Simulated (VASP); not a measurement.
# Na2S (Fm-3m) in VASP: notebook

Na2S is run at these levels: PBE; tasks: single point.

Everything below comes from runs of VASP 6.6.1. Logs are shortened: lines on timing, memory, paths and dates and some standing lists are left out, and cuts for length are marked.

**1. The cell of the first run**

The structure is cubic, space group Fm-3m (No. 225). Conventional cell: a = 6.511 Å, b = 6.511 Å, c = 6.511 Å, α = 90.00°, β = 90.00°, γ = 90.00°. Within 3.7 Å of S (site symmetry m-3m) lie 8 Na at 2.82 Å. Na (site symmetry -43m) has 4 S at 2.82 Å and 6 Na at 3.26 Å within 3.7 Å.

**2. Single point, PBE**

INCAR

```
ALGO = Normal
EDIFF = 1E-6
ENCUT = 500
GGA = PE
GGA_COMPAT = False
ISIF = 2
ISMEAR = 0
LASPH = True
LCHARG = True
LELF = True
LREAL = False
LVHAR = True
LWAVE = False
NBANDS = 17
NELM = 120
PREC = Accurate
SIGMA = 0.01
```

KPOINTS

```
k-points
0
Gamma
  6 6 6
```

POSCAR

```
Na2S
1.0
    0.0000000000      3.2554324508      3.2554324508
    3.2554324508      0.0000000000      3.2554324508
    3.2554324508      3.2554324508      0.0000000000
S Na
1 2
Direct
    0.0000000000      0.0000000000      0.0000000000
    0.2500000000      0.2500000000      0.2500000000
    0.7500000000      0.7500000000      0.7500000000
```

Potentials or basis: VASP PAW PBE potentials, release 64 (S, Na_pv).

Command:

```
cat potpaw_PBE.64/S/POTCAR potpaw_PBE.64/Na_pv/POTCAR > POTCAR
mpirun -np 1 vasp_std > vasp.out
```

OUTCAR:

```text
EDIFF = 1E-6
   ENCUT = 500
   GGA = PE
   ISIF = 2
   ISMEAR = 0
   LASPH = True
   LREAL = False
   NELM = 120
   PREC = Accurate

 ion  position               nearest neighbor table
   1  0.000  0.000  0.000-
   2  0.250  0.250  0.250-
   3  0.750  0.750  0.750-

  LATTYP: Found a face centered cubic cell.
 ALAT       =     6.5108649016

  Lattice vectors:

 A1 = (   0.0000000000,   3.2554324508,   3.2554324508)
 A2 = (   3.2554324508,   0.0000000000,   3.2554324508)
 A3 = (   3.2554324508,   3.2554324508,   0.0000000000)

Analysis of symmetry for initial positions (statically):
=====================================================================
 Subroutine PRICEL returns:
 Original cell was already a primitive cell.

 Routine SETGRP: Setting up the symmetry group for a
 face centered cubic supercell.

 Subroutine GETGRP returns: Found 48 space group operations
 (whereof 48 operations were pure point group operations)
 out of a pool of 48 trial point group operations.

The static configuration has the point symmetry O_h .

Analysis of symmetry for dynamics (positions and initial velocities):
=====================================================================
 Subroutine PRICEL returns:
 Original cell was already a primitive cell.

 Routine SETGRP: Setting up the symmetry group for a
 face centered cubic supercell.

 Subroutine GETGRP returns: Found 48 space group operations
 (whereof 48 operations were pure point group operations)
 out of a pool of 48 trial point group operations.

The dynamic configuration has the point symmetry O_h .

 Subroutine INISYM returns: Found 48 space group operations
 (whereof 48 operations are pure point group operations),
 and found     1 'primitive' translations

----------------------------------------------------------------------------------------

                                     Primitive cell

  volume of cell :      69.0011

  direct lattice vectors                    reciprocal lattice vectors
     0.000000000  3.255432451  3.255432451    -0.153589426  0.153589426  0.153589426
     3.255432451  0.000000000  3.255432451     0.153589426 -0.153589426  0.153589426
     3.255432451  3.255432451  0.000000000     0.153589426  0.153589426 -0.153589426

  length of vectors
     4.603876723  4.603876723  4.603876723     0.266024689  0.266024689  0.266024689

  position of ions in fractional coordinates (direct lattice)
     0.000000000  0.000000000  0.000000000
     0.250000000  0.250000000  0.250000000
     0.750000000  0.750000000  0.750000000

  ion indices of the primitive-cell ions
   primitive index   ion index
                 1           1
                 2           2
                 3           3

----------------------------------------------------------------------------------------

 KPOINTS: k-points

Automatic generation of k-mesh.
 Grid dimensions read from file:
 generate k-points for:    6    6    6

 Generating k-lattice:

  Cartesian coordinates                     Fractional coordinates (reciprocal lattice)
    -0.025598238  0.025598238  0.025598238     0.166666667  0.000000000  0.000000000
     0.025598238 -0.025598238  0.025598238     0.000000000  0.166666667  0.000000000
     0.025598238  0.025598238 -0.025598238     0.000000000  0.000000000  0.166666667

  Length of vectors
     0.044337448  0.044337448  0.044337448

  Shift w.r.t. Gamma in fractional coordinates (k-lattice)
     0.000000000  0.000000000  0.000000000

 Subroutine IBZKPT returns following result:
 ===========================================

 Found     16 irreducible k-points:

 Following reciprocal coordinates:
            Coordinates               Weight
  0.000000  0.000000  0.000000      1.000000
  0.166667  0.000000  0.000000      8.000000
  0.333333  0.000000  0.000000      8.000000
  0.500000  0.000000  0.000000      4.000000
  0.166667  0.166667  0.000000      6.000000
  0.333333  0.166667  0.000000     24.000000
[... 8 lines left out ...]
 -0.333333  0.333333  0.166667     24.000000
 -0.333333  0.500000  0.166667     12.000000
   k-points           NKPTS =     16   k-points in BZ     NKDIM =     16   number of bands    NBANDS=     17
   number of dos      NEDOS =    301   number of ions     NIONS =      3
   total plane-waves  NPLWV =  46656
   dimension x,y,z NGX =    36 NGY =   36 NGZ =   36
   dimension x,y,z NGXF=    72 NGYF=   72 NGZF=   72
   ions per type =               1   2
   NGX,Y,Z   is equivalent  to a cutoff of  13.00, 13.00, 13.00 a.u.
   NGXF,Y,Z  is equivalent  to a cutoff of  26.00, 26.00, 26.00 a.u.
 SYSTEM =  unknown system
   PREC   = accura    normal or accurate (medium, high low for compatibility)
   ISTART =      0    job   : 0-new  1-cont  2-samecut
   ICHARG =      2    charge: 1-file 2-atom 10-const
   ISPIN  =      1    spin polarized calculation?
   LNONCOLLINEAR =      F non collinear calculations
   LSORBIT =      F    spin-orbit coupling
   LASPH  =      T    aspherical Exc in radial PAW
   ENCUT  =  500.0 eV  36.75 Ry    6.06 a.u.   8.39  8.39  8.39*2*pi/ulx,y,z
   NELM   =    120;   NELMIN=  2; NELMDL= -5     # of ELM steps
   EDIFF  = 0.1E-05   stopping-criterion for ELM
   LREAL  =      F    real-space projection
   EDIFFG = 0.1E-04   stopping-criterion for IOM
   NSW    =      0    number of steps for IOM
   IBRION =     -1    ionic relax: 0-MD 1-quasi-New 2-CG
   NFREE  =      0    steps in history (QN), initial steepest desc. (CG)
   ISIF   =      2    stress and relaxation
   ISYM   =      2    0-nonsym 1-usesym 2-fastsym
   POTIM  = 0.5000    time-step for ionic-motion
   TEBEG  =    0.0;   TEEND  =   0.0 temperature during run
   PSTRESS=    0.0 pullay stress
   NELECT =      20.0000    total number of electrons
   NUPDOWN=      -1.0000    fix difference up-down
   EMIN   =  10.00;   EMAX   =-10.00  energy-range for DOS
   EFERMI =   0.00;   METHOD = LEGACY
   ISMEAR =     0;   SIGMA  =   0.01  broadening in eV -4-tet -1-fermi 0-gaus
   EFERMI_NEDOS =   21; number of points for ismear=-14 and -15
   IALGO  =     38    algorithm
   IMIX   =      4    mixing-type and parameters
     AMIX     =   0.40;   BMIX     =  1.00
     AMIX_MAG =   1.60;   BMIX_MAG =  1.00
  volume/ion in A,a.u.               =      23.00       155.21
  Fermi-wavevector in a.u.,A,eV,Ry     =   1.083427  2.047379 15.970697  1.173813
  Thomas-Fermi vector in A             =   2.219492
   LORBIT       =      0    0 simple, 1 ext, 2 COOP (PROOUT), +10 PAW based schemes
   GGA     = PE    functional components
   LHFCALC =     F    Hartree Fock is set to
   AEXX    =    0.0000 exact exchange contribution
   IVDW    =     0    specifies the selected vdW correction
   LEPSILON=     F    determine dielectric tensor
   LRPA    =     F    only Hartree local field effects (RPA)
 non-spin polarized calculation
 Gauss-broadening in eV      SIGMA  =   0.01
  energy-cutoff  :      500.00
  volume of cell :       69.00
 maximum number of plane-waves:      1807
 NGX is ok and might be reduce to    36
   NGX = 17   NGY = 17   NGZ = 17

 number of electron      19.9999984 magnetization

 Free energy of the ion-electron system (eV)
  ---------------------------------------------------
  ext. energy  EPLUGINS =         0.00000000
  ---------------------------------------------------
  free energy    TOTEN  =        -9.97119591 eV

  energy without entropy =       -9.97119591  energy(sigma->0) =       -9.97119591

 E-fermi :   0.3314     XC(G=0):  -7.8743

 val. band max:        0.2470762421   @ k =   0.0000   0.0000   0.0000
 cond. band min:       2.7792060933   @ k =   0.0000   0.0000   0.0000
 fundamental gap:      2.5321298512
 Fermi energy:         0.3313826309

 k-point     1 :       0.0000    0.0000    0.0000
  band No.  band energies     occupation
      1     -21.9648      2.00000
      2     -21.9648      2.00000
      3     -21.9648      2.00000
      4     -21.9088      2.00000
      5     -21.9088      2.00000
      6     -21.9088      2.00000
[... 9 lines left out ...]
     16       9.6363      0.00000
     17      11.5451      0.00000

 k-point     2 :       0.1667    0.0000    0.0000
  band No.  band energies     occupation
      1     -21.9623      2.00000
      2     -21.9613      2.00000
      3     -21.9612      2.00000
      4     -21.9144      2.00000
      5     -21.9127      2.00000
      6     -21.9127      2.00000
[... 9 lines left out ...]
     16       9.1887      0.00000
     17      10.9008      0.00000

 k-point     3 :       0.3333    0.0000    0.0000
  band No.  band energies     occupation
      1     -21.9553      2.00000
      2     -21.9515      2.00000
      3     -21.9515      2.00000
      4     -21.9281      2.00000
      5     -21.9234      2.00000
      6     -21.9234      2.00000
[... 9 lines left out ...]
     16      10.0659      0.00000
     17      10.7118      0.00000

 k-point     4 :       0.5000    0.0000    0.0000
  band No.  band energies     occupation
      1     -21.9461      2.00000
      2     -21.9405      2.00000
      3     -21.9385      2.00000
      4     -21.9385      2.00000
      5     -21.9369      2.00000
      6     -21.9369      2.00000
[... 9 lines left out ...]
     16      11.7123      0.00000
     17      11.7123      0.00000
[... 183 lines left out ...]
      1     -21.9777      2.00000
      2     -21.9677      2.00000
      3     -21.9551      2.00000
      4     -21.9224      2.00000
      5     -21.9140      2.00000
      6     -21.9013      2.00000
[... 9 lines left out ...]
     16      11.4074      0.00000
     17      12.3727      0.00000

 k-point    15 :      -0.3333    0.3333    0.1667
  band No.  band energies     occupation
      1     -21.9808      2.00000
      2     -21.9757      2.00000
      3     -21.9391      2.00000
      4     -21.9390      2.00000
      5     -21.9036      2.00000
      6     -21.9027      2.00000
[... 9 lines left out ...]
     16      10.9216      0.00000
     17      12.3381      0.00000

 k-point    16 :      -0.3333    0.5000    0.1667
  band No.  band energies     occupation
      1     -21.9890      2.00000
      2     -21.9797      2.00000
      3     -21.9577      2.00000
      4     -21.9201      2.00000
      5     -21.8995      2.00000
      6     -21.8960      2.00000
[... 9 lines left out ...]
     16      11.4910      0.00000
     17      12.2701      0.00000

------------------------ aborting loop because EDIFF is reached ----------------------------------------

  FORCE on cell =-STRESS in cart. coord.  units (eV):
  Direction    XX          YY          ZZ          XY          YZ          ZX
  --------------------------------------------------------------------------------------
  -------------------------------------------------------------------------------------
  Total        0.3465736      0.3465736      0.3465736      0.0000000     -0.0000000      0.0000000
  in kB        8.0472966      8.0472966      8.0472966      0.0000000     -0.0000000      0.0000000
  external PRESSURE =       8.0472966 kB  Pullay stress =       0.0000000 kB

 VOLUME and BASIS-vectors are now :
 -----------------------------------------------------------------------------
  energy-cutoff  :      500.00
  volume of cell :       69.00
      direct lattice vectors                 reciprocal lattice vectors
     0.000000000  3.255432451  3.255432451    -0.153589426  0.153589426  0.153589426
     3.255432451  0.000000000  3.255432451     0.153589426 -0.153589426  0.153589426
     3.255432451  3.255432451  0.000000000     0.153589426  0.153589426 -0.153589426

 POSITION                                       TOTAL-FORCE (eV/Angst)
 -----------------------------------------------------------------------------------
      0.00000      0.00000      0.00000        -0.000000      0.000000     -0.000000
      1.62772      1.62772      1.62772         0.000000      0.000000      0.000000
      4.88315      4.88315      4.88315        -0.000000     -0.000000     -0.000000
 -----------------------------------------------------------------------------------
    total drift:                                0.000000      0.000000      0.000000

  FREE ENERGIE OF THE ION-ELECTRON SYSTEM (eV)
  ---------------------------------------------------
  free  energy   TOTEN  =        -9.9711959137 eV

  energy  without entropy=       -9.9711959137  energy(sigma->0) =       -9.97119591
```

Wall time 14 s (1 thread of Intel Xeon 6975P-C (Granite Rapids), shared host); peak memory 0.19 GiB.

Results:

```
Free energy            : -9.9712 eV
Pressure               : 0.8 GPa
Band gap on the k mesh : 2.53 eV
```

Caveat: the structure was generated, so it needn't be the stable form of Na2S.

**3. Single point, PBE**

INCAR

```
SYSTEM = Na2S
ALGO     = Normal         ! electronic algorithm
EDIFF    = 1E-6           ! SCF threshold, eV
ENCUT    = 500            ! plane-wave cutoff, eV
GGA      = PE             ! functional
GGA_COMPAT= .FALSE.      
ISIF     = 2              ! what is computed and relaxed
ISMEAR   = 0              ! smearing method
LASPH    = .TRUE.         ! aspherical terms in the spheres
LCHARG   = .FALSE.        ! write CHGCAR
LREAL    = .FALSE.        ! projectors in reciprocal space
LWAVE    = .FALSE.        ! write WAVECAR
NBANDS   = 17             ! bands
NELM     = 120            ! most SCF steps
PREC     = Accurate       ! precision mode
SIGMA    = 0.01           ! smearing width, eV
```

KPOINTS

```
k-points
0
G
  6 6 6
  0 0 0
```

POSCAR is that of step 2.

Potentials or basis: VASP PAW PBE potentials, release 64 (S, Na_pv).

Command:

```
cat potpaw_PBE.64/S/POTCAR potpaw_PBE.64/Na_pv/POTCAR > POTCAR
mpirun -np 1 vasp_std > vasp.out
```

OUTCAR:

```text
SYSTEM = Na2S
   EDIFF = 1E-6
   ENCUT = 500
   GGA = PE
   ISIF = 2
   ISMEAR = 0
   LASPH = .TRUE.
   LREAL = .FALSE.
   NELM = 120
   PREC = Accurate

 ion  position               nearest neighbor table
   1  0.000  0.000  0.000-
   2  0.250  0.250  0.250-
   3  0.750  0.750  0.750-

  LATTYP: Found a face centered cubic cell.
 ALAT       =     6.5108649016

  Lattice vectors:

[... 499 lines left out ...]
------------------------ aborting loop because EDIFF is reached ----------------------------------------

  FORCE on cell =-STRESS in cart. coord.  units (eV):
  Direction    XX          YY          ZZ          XY          YZ          ZX
  --------------------------------------------------------------------------------------
  -------------------------------------------------------------------------------------
  Total        0.3465736      0.3465736      0.3465736      0.0000000     -0.0000000      0.0000000
  in kB        8.0472966      8.0472966      8.0472966      0.0000000     -0.0000000      0.0000000
  external PRESSURE =       8.0472966 kB  Pullay stress =       0.0000000 kB

 VOLUME and BASIS-vectors are now :
 -----------------------------------------------------------------------------
  energy-cutoff  :      500.00
  volume of cell :       69.00
      direct lattice vectors                 reciprocal lattice vectors
     0.000000000  3.255432451  3.255432451    -0.153589426  0.153589426  0.153589426
     3.255432451  0.000000000  3.255432451     0.153589426 -0.153589426  0.153589426
     3.255432451  3.255432451  0.000000000     0.153589426  0.153589426 -0.153589426

 POSITION                                       TOTAL-FORCE (eV/Angst)
 -----------------------------------------------------------------------------------
      0.00000      0.00000      0.00000        -0.000000      0.000000     -0.000000
      1.62772      1.62772      1.62772         0.000000      0.000000      0.000000
      4.88315      4.88315      4.88315        -0.000000     -0.000000     -0.000000
 -----------------------------------------------------------------------------------
    total drift:                                0.000000      0.000000      0.000000

  FREE ENERGIE OF THE ION-ELECTRON SYSTEM (eV)
  ---------------------------------------------------
  free  energy   TOTEN  =        -9.9711959137 eV

  energy  without entropy=       -9.9711959137  energy(sigma->0) =       -9.97119591
```

stdout:

```text
POSCAR found type information on POSCAR S Na
 POSCAR found :  2 types and       3 ions
 scaLAPACK will be used
 LDA part: xc-table for (Slater+PW92), standard interpolation
 POSCAR, INCAR and KPOINTS ok, starting setup
 FFT: planning ... GRIDC
 FFT: planning ... GRID_SOFT
 FFT: planning ... GRID
 WAVECAR not read
 entering main loop
```

Wall time 12 s (1 thread of Intel Xeon 6975P-C (Granite Rapids), shared host); peak memory 0.2 GiB.

Results:

```yaml
Free_energy: -9.9712 eV
Pressure: 0.8 GPa
Band_gap_on_the_k_mesh: 2.53 eV
```

Caveat: the structure was generated, so it needn't be the stable form of Na2S.
